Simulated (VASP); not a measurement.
# BP (I-4m2) in VASP: notebook

Runs on BP. Level: LDA. Tasks: single point.

Program: VASP 6.6.1. These are calculated values, not measurements. Logs are shortened: lines on timing, memory, paths and dates and some standing lists are left out, and cuts for length are marked.

### 1 The cell of the first run

It takes space group I-4m2 (No. 119, tetragonal). Conventional cell: a = 3.144 Å, b = 3.144 Å, c = 4.518 Å, α = 90.00°, β = 90.00°, γ = 90.00°. Within 2.6 Å of B (site symmetry -4m2) lie 4 P at 1.94 Å. P (site symmetry -4m2) has 4 B at 1.94 Å within 2.6 Å.

### 2 Single point, LDA (strained cell)

The input, INCAR:

```
SYSTEM = BP
  ALGO = Normal
  EDIFF = 1E-6
  ENCUT = 500
  GGA = CA
  GGA_COMPAT = .False.
  ISIF = 2
  ISMEAR = 0
  LASPH = .True.
  LCHARG = .False.
  LREAL = .False.
  LWAVE = .False.
  NBANDS = 11
  NELM = 120
  PREC = Accurate
  SIGMA = 0.02
```

The input, KPOINTS:

```
k-points
0
Gamma
  10 10 10
  0 0 0
```

The input, POSCAR:

```
BP
1.0
    0.0000000000      2.2229228706      2.2588488968
    2.2229228706      0.0000000000      2.2588488968
    2.2229228706      2.2229228706      0.0000000000
B P
1 1
Direct
    0.0000000000      0.0000000000      0.0000000000
    0.2500000000      0.2500000000      0.2500000000
```

Potentials or basis: VASP PAW LDA potentials, release 64 (B, P).

Command:

```
$ cat potpaw_LDA.64/B/POTCAR potpaw_LDA.64/P/POTCAR > POTCAR
$ mpirun -np 1 vasp_std > vasp.out
```

OUTCAR:

```text
SYSTEM = BP
   EDIFF = 1E-6
   ENCUT = 500
   GGA = CA
   ISIF = 2
   ISMEAR = 0
   LASPH = .True.
   LREAL = .False.
   NELM = 120
   PREC = Accurate

 ion  position               nearest neighbor table
   1  0.000  0.000  0.000-   2 1.94   2 1.94   2 1.94   2 1.94
   2  0.250  0.250  0.250-   1 1.94   1 1.94   1 1.94   1 1.94

  LATTYP: Found a body centered tetragonal cell.
 ALAT       =     3.1436876717
 C/A-ratio  =     1.4370695391

  Lattice vectors:

 A1 = (  -2.2229228706,   0.0000000000,   2.2588488968)
 A2 = (   2.2229228706,   0.0000000000,   2.2588488968)
 A3 = (   0.0000000000,   2.2229228706,  -2.2588488968)

Analysis of symmetry for initial positions (statically):
=====================================================================
 Subroutine PRICEL returns:
 Original cell was already a primitive cell.

 Routine SETGRP: Setting up the symmetry group for a
 body centered tetragonal supercell.

 Subroutine GETGRP returns: Found  8 space group operations
 (whereof  8 operations were pure point group operations)
 out of a pool of 16 trial point group operations.

The static configuration has the point symmetry D_2d.

Analysis of symmetry for dynamics (positions and initial velocities):
=====================================================================
 Subroutine PRICEL returns:
 Original cell was already a primitive cell.

 Routine SETGRP: Setting up the symmetry group for a
 body centered tetragonal supercell.

 Subroutine GETGRP returns: Found  8 space group operations
 (whereof  8 operations were pure point group operations)
 out of a pool of 16 trial point group operations.

The dynamic configuration has the point symmetry D_2d.

 Subroutine INISYM returns: Found  8 space group operations
 (whereof  8 operations are pure point group operations),
 and found     1 'primitive' translations

----------------------------------------------------------------------------------------

                                     Primitive cell

  volume of cell :      22.3237

  direct lattice vectors                    reciprocal lattice vectors
     0.000000000  2.222922871  2.258848897    -0.224929082  0.224929082  0.221351681
     2.222922871  0.000000000  2.258848897     0.224929082 -0.224929082  0.221351681
     2.222922871  2.222922871  0.000000000     0.224929082  0.224929082 -0.221351681

  length of vectors
     3.169193025  3.169193025  3.143687672     0.387534192  0.387534192  0.387534192

  position of ions in fractional coordinates (direct lattice)
     0.000000000  0.000000000  0.000000000
     0.250000000  0.250000000  0.250000000

  ion indices of the primitive-cell ions
   primitive index   ion index
                 1           1
                 2           2

----------------------------------------------------------------------------------------

 KPOINTS: k-points

Automatic generation of k-mesh.
 Grid dimensions read from file:
 generate k-points for:   10   10   10

 Generating k-lattice:

  Cartesian coordinates                     Fractional coordinates (reciprocal lattice)
    -0.022492908  0.022492908  0.022135168     0.100000000  0.000000000  0.000000000
     0.022492908 -0.022492908  0.022135168     0.000000000  0.100000000  0.000000000
     0.022492908  0.022492908 -0.022135168     0.000000000  0.000000000  0.100000000

  Length of vectors
     0.038753419  0.038753419  0.038753419

  Shift w.r.t. Gamma in fractional coordinates (k-lattice)
     0.000000000  0.000000000  0.000000000

 Subroutine IBZKPT returns following result:
 ===========================================

 Found    102 irreducible k-points:

 Following reciprocal coordinates:
            Coordinates               Weight
  0.000000  0.000000  0.000000      1.000000
  0.100000 -0.000000  0.000000      8.000000
  0.200000 -0.000000  0.000000      8.000000
  0.300000 -0.000000  0.000000      8.000000
  0.400000 -0.000000  0.000000      8.000000
  0.500000 -0.000000  0.000000      4.000000
[... 16 lines left out ...]
  0.300000  0.300000  0.000000      2.000000
  0.400000  0.300000  0.000000      8.000000
 [... further k-points ...]
   k-points           NKPTS =    102   k-points in BZ     NKDIM =    102   number of bands    NBANDS=     11
   number of dos      NEDOS =    301   number of ions     NIONS =      2
   total plane-waves  NPLWV =  13824
   dimension x,y,z NGX =    24 NGY =   24 NGZ =   24
   dimension x,y,z NGXF=    48 NGYF=   48 NGZF=   48
   ions per type =               1   1
   NGX,Y,Z   is equivalent  to a cutoff of  12.59, 12.59, 12.69 a.u.
   NGXF,Y,Z  is equivalent  to a cutoff of  25.18, 25.18, 25.38 a.u.
 SYSTEM =  BP
   PREC   = accura    normal or accurate (medium, high low for compatibility)
   ISTART =      0    job   : 0-new  1-cont  2-samecut
   ICHARG =      2    charge: 1-file 2-atom 10-const
   ISPIN  =      1    spin polarized calculation?
   LNONCOLLINEAR =      F non collinear calculations
   LSORBIT =      F    spin-orbit coupling
   LASPH  =      T    aspherical Exc in radial PAW
   ENCUT  =  500.0 eV  36.75 Ry    6.06 a.u.   5.78  5.78  5.73*2*pi/ulx,y,z
   NELM   =    120;   NELMIN=  2; NELMDL= -5     # of ELM steps
   EDIFF  = 0.1E-05   stopping-criterion for ELM
   LREAL  =      F    real-space projection
   EDIFFG = 0.1E-04   stopping-criterion for IOM
   NSW    =      0    number of steps for IOM
   IBRION =     -1    ionic relax: 0-MD 1-quasi-New 2-CG
   NFREE  =      0    steps in history (QN), initial steepest desc. (CG)
   ISIF   =      2    stress and relaxation
   ISYM   =      2    0-nonsym 1-usesym 2-fastsym
   POTIM  = 0.5000    time-step for ionic-motion
   TEBEG  =    0.0;   TEEND  =   0.0 temperature during run
   PSTRESS=    0.0 pullay stress
   NELECT =       8.0000    total number of electrons
   NUPDOWN=      -1.0000    fix difference up-down
   EMIN   =  10.00;   EMAX   =-10.00  energy-range for DOS
   EFERMI =   0.00;   METHOD = LEGACY
   ISMEAR =     0;   SIGMA  =   0.02  broadening in eV -4-tet -1-fermi 0-gaus
   EFERMI_NEDOS =   21; number of points for ismear=-14 and -15
   IALGO  =     38    algorithm
   IMIX   =      4    mixing-type and parameters
     AMIX     =   0.40;   BMIX     =  1.00
     AMIX_MAG =   1.60;   BMIX_MAG =  1.00
  volume/ion in A,a.u.               =      11.16        75.32
  Fermi-wavevector in a.u.,A,eV,Ry     =   1.162830  2.197430 18.397434  1.352173
  Thomas-Fermi vector in A             =   2.299387
   LORBIT       =      0    0 simple, 1 ext, 2 COOP (PROOUT), +10 PAW based schemes
   GGA     = CA    functional components
   LHFCALC =     F    Hartree Fock is set to
   AEXX    =    0.0000 exact exchange contribution
   IVDW    =     0    specifies the selected vdW correction
   LEPSILON=     F    determine dielectric tensor
   LRPA    =     F    only Hartree local field effects (RPA)
 non-spin polarized calculation
 Gauss-broadening in eV      SIGMA  =   0.02
  energy-cutoff  :      500.00
  volume of cell :       22.32
 maximum number of plane-waves:       588
   NGX = 11   NGY = 11   NGZ = 11

 number of electron       8.0000001 magnetization

 Free energy of the ion-electron system (eV)
  ---------------------------------------------------
  ext. energy  EPLUGINS =         0.00000000
  ---------------------------------------------------
  free energy    TOTEN  =       -14.39336872 eV

  energy without entropy =      -14.39336872  energy(sigma->0) =      -14.39336872

 E-fermi :   8.1197     XC(G=0): -11.2770

 val. band max:        8.0123904808   @ k =   0.0000   0.0000   0.0000
 cond. band min:       9.0233395933   @ k =   0.4000   0.0000   0.4000
 fundamental gap:      1.0109491125
 Fermi energy:         8.1196888189

 k-point     1 :       0.0000    0.0000    0.0000
  band No.  band energies     occupation
      1      -7.8390      2.00000
      2       7.8495      2.00000
      3       8.0124      2.00000
      4       8.0124      2.00000
      5      11.3830      0.00000
      6      11.3830      0.00000
      7      11.4702      0.00000
      8      16.0260      0.00000
      9      19.5420      0.00000
     10      20.0482      0.00000
     11      20.4962      0.00000

 k-point     2 :       0.1000   -0.0000    0.0000
  band No.  band energies     occupation
      1      -7.6523      2.00000
      2       6.6306      2.00000
      3       7.5965      2.00000
      4       7.7134      2.00000
      5      11.8000      0.00000
      6      11.8096      0.00000
      7      11.9404      0.00000
      8      16.4831      0.00000
      9      19.3374      0.00000
     10      19.7096      0.00000
     11      20.1320      0.00000

 k-point     3 :       0.2000   -0.0000    0.0000
  band No.  band energies     occupation
      1      -7.0984      2.00000
      2       4.2360      2.00000
      3       7.0035      2.00000
      4       7.1531      2.00000
      5      12.1316      0.00000
      6      12.5672      0.00000
      7      12.5915      0.00000
      8      17.4521      0.00000
      9      18.7778      0.00000
     10      18.9918      0.00000
     11      21.0437      0.00000

 k-point     4 :       0.3000   -0.0000    0.0000
  band No.  band energies     occupation
      1      -6.2051      2.00000
      2       1.8052      2.00000
      3       6.4865      2.00000
      4       6.6693      2.00000
      5      12.0970      0.00000
      6      12.8490      0.00000
      7      12.9179      0.00000
      8      18.0893      0.00000
      9      19.4885      0.00000
     10      19.5065      0.00000
     11      21.4259      0.00000
[... 239 lines left out ...]
 k-point    22 :      -0.2000    0.2000    0.0000
  band No.  band energies     occupation
      1      -5.8842      2.00000
      2       2.5924      2.00000
      3       3.5380      2.00000
      4       6.7967      2.00000
      5      12.6273      0.00000
      6      13.3590      0.00000
      7      14.3798      0.00000
      8      16.5046      0.00000
      9      17.5418      0.00000
     10      21.8324      0.00000
     11      24.3026      0.00000

 k-point    23 :       0.3000    0.3000    0.0000
  band No.  band energies     occupation
      1      -5.6904      2.00000
      2       3.0140      2.00000
      3       4.7120      2.00000
      4       4.7120      2.00000
      5       9.5363      0.00000
      6      11.8103      0.00000
      7      17.0363      0.00000
      8      17.0363      0.00000
      9      21.3670      0.00000
     10      22.7545      0.00000
     11      24.6964      0.00000

 k-point    24 :       0.4000    0.3000    0.0000
  band No.  band energies     occupation
      1      -4.8431      2.00000
      2       1.6837      2.00000
      3       3.7888      2.00000
      4       4.4166      2.00000
      5       9.8242      0.00000
      6      11.5956      0.00000
      7      17.6876      0.00000
      8      17.6881      0.00000
      9      22.1931      0.00000
     10      23.5760      0.00000
     11      25.3620      0.00000

 [... further k-points ...]

------------------------ aborting loop because EDIFF is reached ----------------------------------------

  FORCE on cell =-STRESS in cart. coord.  units (eV):
  Direction    XX          YY          ZZ          XY          YZ          ZX
  --------------------------------------------------------------------------------------
  -------------------------------------------------------------------------------------
  Total        0.5441795      0.5441795     -0.0891656      0.0000000      0.0000000      0.0000000
  in kB       39.0559107     39.0559107     -6.3994408      0.0000000      0.0000000      0.0000000
  external PRESSURE =      23.9041269 kB  Pullay stress =       0.0000000 kB

 VOLUME and BASIS-vectors are now :
 -----------------------------------------------------------------------------
  energy-cutoff  :      500.00
  volume of cell :       22.32
      direct lattice vectors                 reciprocal lattice vectors
     0.000000000  2.222922871  2.258848897    -0.224929082  0.224929082  0.221351681
     2.222922871  0.000000000  2.258848897     0.224929082 -0.224929082  0.221351681
     2.222922871  2.222922871  0.000000000     0.224929082  0.224929082 -0.221351681

 POSITION                                       TOTAL-FORCE (eV/Angst)
 -----------------------------------------------------------------------------------
      0.00000      0.00000      0.00000        -0.000000     -0.000000      0.000000
      1.11146      1.11146      1.12942         0.000000      0.000000     -0.000000
 -----------------------------------------------------------------------------------
    total drift:                               -0.000000     -0.000000      0.000000

  FREE ENERGIE OF THE ION-ELECTRON SYSTEM (eV)
  ---------------------------------------------------
  free  energy   TOTEN  =       -14.3933687177 eV

  energy  without entropy=      -14.3933687177  energy(sigma->0) =      -14.39336872
```

Wall time 12 s (1 thread of Intel Xeon Platinum 8259CL at 2.50GHz (Skylake/Cascade Lake), shared host); peak memory 0.13 GiB.

Results:

| Item | Value |
| --- | --- |
| Free energy | -14.3934 eV |
| Pressure | 2.4 GPa |
| Band gap on the k mesh | 1.01 eV (least direct gap 3.37 eV) |

Caveat: the cell differs from its parent crystal (strained cell).

### 3 Single point, LDA (strained cell)

The input, INCAR:

```
PREC = Accurate
ENCUT = 500
EDIFF = 1E-6
ISMEAR = 0
SIGMA = 0.02
LREAL = False
LASPH = True
NELM = 120
ALGO = Normal
ISIF = 2
LWAVE = False
LCHARG = True
GGA = CA
LELF = True
LVHAR = True
NBANDS = 11
GGA_COMPAT = False
```

The input, KPOINTS:

```
Automatic mesh
0
Gamma
  10 10 10
```

The input, POSCAR:

```
BP
1.0
    0.0000000000      2.2229228706      2.2513380714
    2.2229228706      0.0000000000      2.2513380714
    2.2229228706      2.2229228706      0.0000000000
B P
1 1
Direct
    0.0000000000      0.0000000000      0.0000000000
    0.2500000000      0.2500000000      0.2500000000
```

Potentials or basis: VASP PAW LDA potentials, release 64 (B, P).

Command:

```
$ cat potpaw_LDA.64/B/POTCAR potpaw_LDA.64/P/POTCAR > POTCAR
$ mpirun -np 1 vasp_std > vasp.out
```

OUTCAR:

```text
PREC = Accurate
   ENCUT = 500
   EDIFF = 1E-6
   ISMEAR = 0
   LREAL = False
   LASPH = True
   NELM = 120
   ISIF = 2
   GGA = CA

 ion  position               nearest neighbor table
   1  0.000  0.000  0.000-   2 1.93   2 1.93   2 1.93   2 1.93
   2  0.250  0.250  0.250-   1 1.93   1 1.93   1 1.93   1 1.93

  LATTYP: Found a body centered tetragonal cell.
 ALAT       =     3.1436876717
 C/A-ratio  =     1.4322911857

  Lattice vectors:

 A1 = (  -2.2229228706,   0.0000000000,   2.2513380714)
 A2 = (   2.2229228706,   0.0000000000,   2.2513380714)
 A3 = (   0.0000000000,   2.2229228706,  -2.2513380714)

Analysis of symmetry for initial positions (statically):
=====================================================================
 Subroutine PRICEL returns:
 Original cell was already a primitive cell.

 Routine SETGRP: Setting up the symmetry group for a
 body centered tetragonal supercell.

 Subroutine GETGRP returns: Found  8 space group operations
 (whereof  8 operations were pure point group operations)
 out of a pool of 16 trial point group operations.

The static configuration has the point symmetry D_2d.

[... 170 lines left out ...]
      2       7.9131      2.00000
      3       8.0418      2.00000
      4       8.0418      2.00000
      5      11.4351      0.00000
      6      11.4351      0.00000
      7      11.5043      0.00000
      8      16.1207      0.00000
      9      19.6076      0.00000
     10      20.1470      0.00000
     11      20.5016      0.00000
[... 309 lines left out ...]
 k-point    24 :       0.4000    0.3000    0.0000
  band No.  band energies     occupation
      1      -4.8116      2.00000
      2       1.7366      2.00000
      3       3.8072      2.00000
      4       4.4249      2.00000
      5       9.8349      0.00000
      6      11.6136      0.00000
      7      17.7463      0.00000
      8      17.7581      0.00000
      9      22.3018      0.00000
     10      23.6217      0.00000
     11      25.4775      0.00000

 [... further k-points ...]

------------------------ aborting loop because EDIFF is reached ----------------------------------------

  FORCE on cell =-STRESS in cart. coord.  units (eV):
  Direction    XX          YY          ZZ          XY          YZ          ZX
  --------------------------------------------------------------------------------------
  -------------------------------------------------------------------------------------
  Total        0.5843583      0.5843583      0.0852275      0.0000000      0.0000000      0.0000000
  in kB       42.0794708     42.0794708      6.1372107      0.0000000      0.0000000      0.0000000
  external PRESSURE =      30.0987175 kB  Pullay stress =       0.0000000 kB

 VOLUME and BASIS-vectors are now :
 -----------------------------------------------------------------------------
  energy-cutoff  :      500.00
  volume of cell :       22.25
      direct lattice vectors                 reciprocal lattice vectors
     0.000000000  2.222922871  2.251338071    -0.224929082  0.224929082  0.222090146
     2.222922871  0.000000000  2.251338071     0.224929082 -0.224929082  0.222090146
     2.222922871  2.222922871  0.000000000     0.224929082  0.224929082 -0.222090146

 POSITION                                       TOTAL-FORCE (eV/Angst)
 -----------------------------------------------------------------------------------
      0.00000      0.00000      0.00000        -0.000000     -0.000000      0.000000
      1.11146      1.11146      1.12567         0.000000      0.000000      0.000000
 -----------------------------------------------------------------------------------
    total drift:                               -0.000000     -0.000000      0.000000

  FREE ENERGIE OF THE ION-ELECTRON SYSTEM (eV)
  ---------------------------------------------------
  free  energy   TOTEN  =       -14.3933412911 eV

  energy  without entropy=      -14.3933412911  energy(sigma->0) =      -14.39334129
```

OSZICAR:

```text
N       E                     dE             d eps       ncg     rms          rms(c)
DAV:   1     0.732599522877E+01    0.73260E+01   -0.39214E+03  2252   0.635E+02
DAV:   2    -0.147496545266E+02   -0.22076E+02   -0.21115E+02  3039   0.110E+02
DAV:   3    -0.153337805417E+02   -0.58413E+00   -0.58260E+00  2844   0.155E+01
DAV:   4    -0.153359604436E+02   -0.21799E-02   -0.21797E-02  2575   0.111E+00
DAV:   5    -0.153359714898E+02   -0.11046E-04   -0.11046E-04  2798   0.779E-02    0.788E+00
DAV:   6    -0.145355139538E+02    0.80046E+00   -0.17652E+00  2556   0.584E+00    0.414E+00
DAV:   7    -0.144063771447E+02    0.12914E+00   -0.30415E-01  2812   0.275E+00    0.134E+00
DAV:   8    -0.143932967114E+02    0.13080E-01   -0.33160E-02  2620   0.994E-01    0.237E-01
DAV:   9    -0.143933451620E+02   -0.48451E-04   -0.80982E-04  2616   0.201E-01    0.172E-01
DAV:  10    -0.143933394539E+02    0.57082E-05   -0.12587E-04  2481   0.637E-02    0.364E-02
DAV:  11    -0.143933417922E+02   -0.23384E-05   -0.85260E-06  2766   0.146E-02    0.450E-02
DAV:  12    -0.143933412911E+02    0.50110E-06   -0.28181E-06  1715   0.713E-03
   1 F= -.14393341E+02 E0= -.14393341E+02  d E =-.493181E-20
```

Wall time 14 s (1 thread of Intel Xeon Platinum 8259CL at 2.50GHz (Skylake/Cascade Lake), shared host); peak memory 0.13 GiB.

What came out:

| Item | Value |
| --- | --- |
| Free energy | -14.3933 eV |
| Pressure | 3.0 GPa |
| Band gap on the k mesh | 1.03 eV (least direct gap 3.39 eV) |

Stress tensor (GPa, compression positive):
```
4.21 0.00 0.00
0.00 4.21 0.00
0.00 0.00 0.61
```

Caveat: the cell differs from its parent crystal (strained cell); the cell stands under pressure. A k mesh can miss the band edges.

[end of part 1 of 2]
